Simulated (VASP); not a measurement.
# ScGa2As3 in VASP: notebook

The runs below take ScGa2As3 through single point, with PBE.

All numbers are computed with VASP 6.6.1; they aren't measurements. Logs are shortened: lines on timing, memory, paths and dates and some standing lists are left out, and cuts for length are marked.

**1. The cell of the first run**

The structure is orthorhombic, space group Cmc2_1 (No. 36). Conventional cell: a = 12.609 Å, b = 7.276 Å, c = 6.652 Å, α = 90.00°, β = 90.00°, γ = 90.00°. Sc (site symmetry m) has 4 As at 2.66 Å within 3.5 Å. Ga (site symmetry 1) has 4 As at 2.49 to 2.52 Å within 3.3 Å. Within 3.3 Å of As (site symmetry 1) lie 3 Ga at 2.49 Å and 1 Sc at 2.66 Å. Within 3.3 Å of As (site symmetry m) lie 2 Ga at 2.52 Å and 2 Sc at 2.66 Å.

**2. Single point, PBE**

File INCAR:

```
ALGO     = Normal         # electronic algorithm
EDIFF    = 1E-6           # SCF threshold, eV
ENCUT    = 520            # plane-wave cutoff, eV
GGA      = PE             # functional
ISIF     = 2              # what is computed and relaxed
ISMEAR   = 0              # smearing method
LASPH    = True           # aspherical terms in the spheres
LCHARG   = False          # write CHGCAR
LREAL    = False          # projectors in reciprocal space
LWAVE    = False          # write WAVECAR
NBANDS   = 64             # bands
NELM     = 60             # most SCF steps
PREC     = Accurate       # precision mode
SIGMA    = 0.1            # smearing width, eV
```

File KPOINTS:

```
k-points
0
Gamma
  2 2 2
```

File POSCAR:

```
ScGa2As3
1.0
    0.0000000000      0.0000000000     -6.6522810119
    0.0000000000      7.2764268839      0.0000000000
    6.3043082461     -3.6382134420      0.0000000000
Sc Ga As
2 4 6
Direct
    0.5070334000      0.8334780001      1.0000000000
    0.0070334000      0.1665219999      1.0000000000
    0.4971717763      0.1668019298      0.6597380974
    0.4971717763      0.5070638324      0.3402619026
    0.9971717763      0.4929361676      0.6597380974
    0.9971717763      0.8331980702      0.3402619026
    0.6231574765      0.8339111264      0.3502537666
    0.6231574765      0.4836573597      0.6497462334
    0.6073080944      0.1870053002      0.0000000000
    0.1231574765      0.5163426403      0.3502537666
    0.1231574765      0.1660888736      0.6497462334
    0.1073080944      0.8129946998      0.0000000000
```

Potentials or basis: VASP PAW PBE potentials, release 64 (Sc_sv, Ga_d, As).

Command:

```
> cat potpaw_PBE.64/Sc_sv/POTCAR potpaw_PBE.64/Ga_d/POTCAR potpaw_PBE.64/As/POTCAR > POTCAR
> mpirun -np 1 vasp_std > vasp.out
```

OUTCAR:

```text
EDIFF = 1E-6
   ENCUT = 520
   GGA = PE
   ISIF = 2
   ISMEAR = 0
   LASPH = True
   LREAL = False
   NELM = 60
   PREC = Accurate

 ion  position               nearest neighbor table
   1  0.507  0.833  0.000-   9 2.66   7 2.66   8 2.66  12 2.66
   2  0.007  0.167  0.000-  12 2.66  11 2.66  10 2.66   9 2.66
   3  0.497  0.167  0.660-   7 2.49   8 2.49  11 2.49   9 2.52
   4  0.497  0.507  0.340-   8 2.49   7 2.49  10 2.49   9 2.52
   5  0.997  0.493  0.660-  10 2.49  11 2.49   8 2.49  12 2.52
   6  0.997  0.833  0.340-  11 2.49  10 2.49   7 2.49  12 2.52
   7  0.623  0.834  0.350-   3 2.49   4 2.49   6 2.49   1 2.66
   8  0.623  0.484  0.650-   4 2.49   3 2.49   5 2.49   1 2.66
   9  0.607  0.187  0.000-   4 2.52   3 2.52   1 2.66   2 2.66
  10  0.123  0.516  0.350-   5 2.49   6 2.49   4 2.49   2 2.66
  11  0.123  0.166  0.650-   6 2.49   5 2.49   3 2.49   2 2.66
  12  0.107  0.813  0.000-   5 2.52   6 2.52   2 2.66   1 2.66

  LATTYP: Found a base centered orthorhombic cell.
 ALAT       =     7.2764268839
 B/A-ratio  =     1.7328032966
 C/A-ratio  =     0.9142235768

  Lattice vectors:

 A1 = (  -6.3043082461,   3.6382134420,   0.0000000000)
 A2 = (   6.3043082461,   3.6382134419,   0.0000000000)
 A3 = (   0.0000000000,   0.0000000000,  -6.6522810119)

Analysis of symmetry for initial positions (statically):
=====================================================================
 Subroutine PRICEL returns:
 Original cell was already a primitive cell.

 Routine SETGRP: Setting up the symmetry group for a
 base centered orthorhombic supercell.

 Subroutine GETGRP returns: Found  4 space group operations
 (whereof  2 operations were pure point group operations)
 out of a pool of  8 trial point group operations.

The static configuration has the point symmetry C_1h.
 The point group associated with its full space group is C_2v.

Analysis of symmetry for dynamics (positions and initial velocities):
=====================================================================
 Subroutine PRICEL returns:
 Original cell was already a primitive cell.

 Routine SETGRP: Setting up the symmetry group for a
 base centered orthorhombic supercell.

 Subroutine GETGRP returns: Found  4 space group operations
 (whereof  2 operations were pure point group operations)
 out of a pool of  8 trial point group operations.

The dynamic configuration has the point symmetry C_1h.
 The point group associated with its full space group is C_2v.

 Subroutine INISYM returns: Found  4 space group operations
 (whereof  2 operations are pure point group operations),
 and found     1 'primitive' translations

----------------------------------------------------------------------------------------

                                     Primitive cell

  volume of cell :     305.1590

  direct lattice vectors                    reciprocal lattice vectors
     0.000000000  0.000000000 -6.652281012     0.000000000  0.000000000 -0.150324377
     0.000000000  7.276426884  0.000000000     0.079310843  0.137430090  0.000000000
     6.304308246 -3.638213442  0.000000000     0.158621686  0.000000000  0.000000000

  length of vectors
     6.652281012  7.276426884  7.278797944     0.150324377  0.158673373  0.158621686

  position of ions in fractional coordinates (direct lattice)
     0.507033400  0.833478000  0.000000000
     0.007033400  0.166522000  0.000000000
     0.497171776  0.166801930  0.659738097
     0.497171776  0.507063832  0.340261903
     0.997171776  0.492936168  0.659738097
     0.997171776  0.833198070  0.340261903
     0.623157476  0.833911126  0.350253767
     0.623157476  0.483657360  0.649746233
     0.607308094  0.187005300  0.000000000
     0.123157476  0.516342640  0.350253767
     0.123157476  0.166088874  0.649746233
     0.107308094  0.812994700  0.000000000

  ion indices of the primitive-cell ions
   primitive index   ion index
                 1           1
                 2           2
                 3           3
                 4           4
                 5           5
                 6           6
                 7           7
                 8           8
                 9           9
                10          10
                11          11
                12          12

----------------------------------------------------------------------------------------

 KPOINTS: k-points

Automatic generation of k-mesh.
 Grid dimensions read from file:
 generate k-points for:    2    2    2

 Generating k-lattice:

  Cartesian coordinates                     Fractional coordinates (reciprocal lattice)
     0.000000000  0.000000000 -0.075162189     0.500000000  0.000000000  0.000000000
     0.039655421  0.068715045  0.000000000     0.000000000  0.500000000  0.000000000
     0.079310843  0.000000000  0.000000000     0.000000000  0.000000000  0.500000000

  Length of vectors
     0.075162189  0.079336687  0.079310843

  Shift w.r.t. Gamma in fractional coordinates (k-lattice)
     0.000000000  0.000000000  0.000000000

 Subroutine IBZKPT returns following result:
 ===========================================

 Found      6 irreducible k-points:

 Following reciprocal coordinates:
            Coordinates               Weight
  0.000000  0.000000  0.000000      1.000000
  0.500000  0.000000  0.000000      1.000000
  0.000000  0.500000  0.000000      2.000000
  0.500000  0.500000  0.000000      2.000000
  0.000000  0.000000  0.500000      1.000000
  0.500000  0.000000  0.500000      1.000000
   k-points           NKPTS =      6   k-points in BZ     NKDIM =      6   number of bands    NBANDS=     64
   number of dos      NEDOS =    301   number of ions     NIONS =     12
   total plane-waves  NPLWV = 145800
   dimension x,y,z NGX =    50 NGY =   54 NGZ =   54
   dimension x,y,z NGXF=   100 NGYF=  108 NGZF=  108
   ions per type =               2   4   6
   NGX,Y,Z   is equivalent  to a cutoff of  12.50, 12.34, 12.33 a.u.
   NGXF,Y,Z  is equivalent  to a cutoff of  24.99, 24.67, 24.67 a.u.
 SYSTEM =  unknown system
   PREC   = accura    normal or accurate (medium, high low for compatibility)
   ISTART =      0    job   : 0-new  1-cont  2-samecut
   ICHARG =      2    charge: 1-file 2-atom 10-const
   ISPIN  =      1    spin polarized calculation?
   LNONCOLLINEAR =      F non collinear calculations
   LSORBIT =      F    spin-orbit coupling
   LASPH  =      T    aspherical Exc in radial PAW
   ENCUT  =  520.0 eV  38.22 Ry    6.18 a.u.  12.37 13.53 13.53*2*pi/ulx,y,z
   NELM   =     60;   NELMIN=  2; NELMDL= -5     # of ELM steps
   EDIFF  = 0.1E-05   stopping-criterion for ELM
   LREAL  =      F    real-space projection
   EDIFFG = 0.1E-04   stopping-criterion for IOM
   NSW    =      0    number of steps for IOM
   IBRION =     -1    ionic relax: 0-MD 1-quasi-New 2-CG
   NFREE  =      0    steps in history (QN), initial steepest desc. (CG)
   ISIF   =      2    stress and relaxation
   ISYM   =      2    0-nonsym 1-usesym 2-fastsym
   POTIM  = 0.5000    time-step for ionic-motion
   TEBEG  =    0.0;   TEEND  =   0.0 temperature during run
   PSTRESS=    0.0 pullay stress
   NELECT =     104.0000    total number of electrons
   NUPDOWN=      -1.0000    fix difference up-down
   EMIN   =  10.00;   EMAX   =-10.00  energy-range for DOS
   EFERMI =   0.00;   METHOD = LEGACY
   ISMEAR =     0;   SIGMA  =   0.10  broadening in eV -4-tet -1-fermi 0-gaus
   EFERMI_NEDOS =   21; number of points for ismear=-14 and -15
   IALGO  =     38    algorithm
   IMIX   =      4    mixing-type and parameters
     AMIX     =   0.40;   BMIX     =  1.00
     AMIX_MAG =   1.60;   BMIX_MAG =  1.00
  volume/ion in A,a.u.               =      25.43       171.61
  Fermi-wavevector in a.u.,A,eV,Ry     =   1.143520  2.160940 17.791504  1.307639
  Thomas-Fermi vector in A             =   2.280215
   LORBIT       =      0    0 simple, 1 ext, 2 COOP (PROOUT), +10 PAW based schemes
   GGA     = PE    functional components
   LHFCALC =     F    Hartree Fock is set to
   AEXX    =    0.0000 exact exchange contribution
   IVDW    =     0    specifies the selected vdW correction
   LEPSILON=     F    determine dielectric tensor
   LRPA    =     F    only Hartree local field effects (RPA)
 non-spin polarized calculation
 Gauss-broadening in eV      SIGMA  =   0.10
  energy-cutoff  :      520.00
  volume of cell :      305.16
 maximum number of plane-waves:      8299
 NGX is ok and might be reduce to    50
   NGX = 25   NGY = 27   NGZ = 27

 number of electron     103.9999983 magnetization

 Free energy of the ion-electron system (eV)
  ---------------------------------------------------
  ext. energy  EPLUGINS =         0.00000000
  ---------------------------------------------------
  free energy    TOTEN  =       -57.79277662 eV

  energy without entropy =      -57.79277662  energy(sigma->0) =      -57.79277662

 E-fermi :   3.0525     XC(G=0):  -9.0820

 val. band max:        2.5289582407   @ k =   0.0000   0.0000   0.0000
 cond. band min:       3.8278560363   @ k =   0.0000   0.5000   0.0000
 fundamental gap:      1.2988977956
 Fermi energy:         3.0524724622

 k-point     1 :       0.0000    0.0000    0.0000
  band No.  band energies     occupation
      1     -46.8185      2.00000
      2     -46.8175      2.00000
      3     -25.4698      2.00000
      4     -25.4562      2.00000
      5     -25.4556      2.00000
      6     -25.4540      2.00000
[... 56 lines left out ...]
     63       5.8255      0.00000
     64       5.9975      0.00000

 k-point     2 :       0.5000    0.0000    0.0000
  band No.  band energies     occupation
      1     -46.8180      2.00000
      2     -46.8180      2.00000
      3     -25.4643      2.00000
      4     -25.4643      2.00000
      5     -25.4548      2.00000
      6     -25.4548      2.00000
[... 56 lines left out ...]
     63       5.8687      0.00000
     64       5.8754      0.00000

 k-point     3 :       0.0000    0.5000    0.0000
  band No.  band energies     occupation
      1     -46.8185      2.00000
      2     -46.8175      2.00000
      3     -25.4697      2.00000
      4     -25.4562      2.00000
      5     -25.4556      2.00000
      6     -25.4540      2.00000
[... 56 lines left out ...]
     63       6.1365      0.00000
     64       6.4174      0.00000

 k-point     4 :       0.5000    0.5000    0.0000
  band No.  band energies     occupation
      1     -46.8180      2.00000
      2     -46.8180      2.00000
      3     -25.4643      2.00000
      4     -25.4643      2.00000
      5     -25.4548      2.00000
      6     -25.4548      2.00000
[... 56 lines left out ...]
     63       6.1722      0.00000
     64       6.2394      0.00000

 k-point     5 :       0.0000    0.0000    0.5000
  band No.  band energies     occupation
      1     -46.8185      2.00000
      2     -46.8175      2.00000
      3     -25.4698      2.00000
      4     -25.4562      2.00000
      5     -25.4556      2.00000
      6     -25.4540      2.00000
[... 56 lines left out ...]
     63       6.0448      0.00000
     64       6.2912      0.00000

 k-point     6 :       0.5000    0.0000    0.5000
  band No.  band energies     occupation
      1     -46.8180      2.00000
      2     -46.8180      2.00000
      3     -25.4643      2.00000
      4     -25.4643      2.00000
      5     -25.4548      2.00000
      6     -25.4548      2.00000
[... 56 lines left out ...]
     63       6.3021      0.00000
     64       6.3916      0.00000

------------------------ aborting loop because EDIFF is reached ----------------------------------------

  FORCE on cell =-STRESS in cart. coord.  units (eV):
  Direction    XX          YY          ZZ          XY          YZ          ZX
  --------------------------------------------------------------------------------------
  -------------------------------------------------------------------------------------
  Total        0.0957526     -0.2410545      0.7237764     -0.0000000      0.0000000      0.0000000
  in kB        0.5027303     -1.2656090      3.8000453     -0.0000000      0.0000000      0.0000000
  external PRESSURE =       1.0123889 kB  Pullay stress =       0.0000000 kB

 VOLUME and BASIS-vectors are now :
 -----------------------------------------------------------------------------
  energy-cutoff  :      520.00
  volume of cell :      305.16
      direct lattice vectors                 reciprocal lattice vectors
     0.000000000  0.000000000 -6.652281012     0.000000000  0.000000000 -0.150324377
     0.000000000  7.276426884  0.000000000     0.079310843  0.137430090  0.000000000
     6.304308246 -3.638213442  0.000000000     0.158621686  0.000000000  0.000000000

 POSITION                                       TOTAL-FORCE (eV/Angst)
 -----------------------------------------------------------------------------------
      0.00000      6.06474     -3.37293         0.000000      0.002945      0.059707
      0.00000      1.21169     -0.04679         0.000000     -0.002945      0.059707
      4.15919     -1.18655     -3.30733        -0.020775      0.010564     -0.011272
      2.14512      2.45167     -3.30733         0.020775      0.010564     -0.011272
      4.15919      1.18655     -6.63347        -0.020775     -0.010564     -0.011272
      2.14512      4.82476     -6.63347         0.020775     -0.010564     -0.011272
      2.20811      4.79360     -4.14542         0.044961     -0.028340     -0.007009
      4.09620      1.15538     -4.14542        -0.044961     -0.028340     -0.007009
      0.00000      1.36073     -4.03998         0.000000     -0.000447     -0.023144
      2.20811      2.48283     -0.81928         0.044961      0.028340     -0.007009
      4.09620     -1.15538     -0.81928        -0.044961      0.028340     -0.007009
      0.00000      5.91570     -0.71384         0.000000      0.000447     -0.023144
 -----------------------------------------------------------------------------------
    total drift:                               -0.000031      0.000017      0.002015

  FREE ENERGIE OF THE ION-ELECTRON SYSTEM (eV)
  ---------------------------------------------------
  free  energy   TOTEN  =       -57.7927766205 eV

  energy  without entropy=      -57.7927766205  energy(sigma->0) =      -57.79277662
```

It took 3.7 min on 1 thread of Intel Xeon Platinum 8259CL at 2.50GHz (Skylake/Cascade Lake), shared host; peak memory 0.39 GiB.

What came out:

```yaml
Free_energy: -57.7928 eV
Pressure: 0.1 GPa
Largest_force: 0.060 eV/Å
Band_gap_on_the_k_mesh: 1.30 eV (least direct gap 1.40 eV)
```

Forces in eV/Å, atoms in the order of the input:
```
Sc   0.000  0.003  0.060
Sc   0.000 -0.003  0.060
Ga  -0.021  0.011 -0.011
Ga   0.021  0.011 -0.011
Ga  -0.021 -0.011 -0.011
Ga   0.021 -0.011 -0.011
As   0.045 -0.028 -0.007
As  -0.045 -0.028 -0.007
As   0.000  0.000 -0.023
As   0.045  0.028 -0.007
As  -0.045  0.028 -0.007
As   0.000  0.000 -0.023
```

Levels at points of the mesh, in eV from the valence-band top:
| k point | band 50 | band 51 | band 52 | band 53 | band 54 | band 55 |
| --- | --- | --- | --- | --- | --- | --- |
| (0.00, 0.00, 0.00) | -0.22 | -0.16 | 0.00 | 1.53 | 1.77 | 1.90 |
| (0.50, 0.00, 0.00) | -0.47 | -0.41 | -0.41 | 1.78 | 1.78 | 2.09 |
| (0.00, 0.50, 0.00) | -0.66 | -0.25 | -0.10 | 1.30 | 1.79 | 1.90 |
| (0.50, 0.50, 0.00) | -0.71 | -0.56 | -0.56 | 1.39 | 1.39 | 2.10 |
| (0.00, 0.00, 0.50) | -0.50 | -0.29 | -0.21 | 1.32 | 1.56 | 2.02 |
| (0.50, 0.00, 0.50) | -0.74 | -0.62 | -0.62 | 1.39 | 1.39 | 2.08 |

Caveat: the k points lie up to 0.50 Å⁻¹ apart. A k mesh can miss the band edges.

(Continued in part 2 of 2.)
